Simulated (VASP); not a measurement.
Runs of VASP 6.6.1 on GaSb (rocksalt type). The structure is that of space group Fm-3m (No. 225), or close to it. The cells are those of the table. 

```csv
level,cell,cutoff (eV),gap on the mesh (eV),pressure (GPa)
PBE,"a = 4.017 Å, angles 60.0°, 2 atoms",520,none,4.0
PBE+D3(BJ),"a = 4.100 Å, angles 60.0°, 2 atoms",500,none,(a)
PBE,"a = 3.806 Å, angles 60.0°, 2 atoms",520,none,21.2
PBE,"a = 3.675 Å, angles 60.0°, 2 atoms",500,none,(b)
PBE,"a = 4.100 Å, angles 60.0°, 2 atoms",520,none,0.0
```

Alike in all rows: task single point; potentials or basis VASP PAW PBE potentials, release 64 (Ga_d, Sb); no spin polarisation; k mesh 13 × 13 × 13; smearing fermi-dirac 0.08 eV.

Q: Fill in the values left out.

A: (a) -2.6; (b) 40.2.

Caveats: spin-orbit coupling is left out, which moves the levels of the heavy elements; three body term missing (some runs); pairwise dispersion overbinds metals, which lowers pressure and volume (some runs).

A k mesh can miss the band edges, and the runs leave out spin-orbit coupling on Ga, Sb.

A gap of «none» marks levels without a gap at the run's occupations.
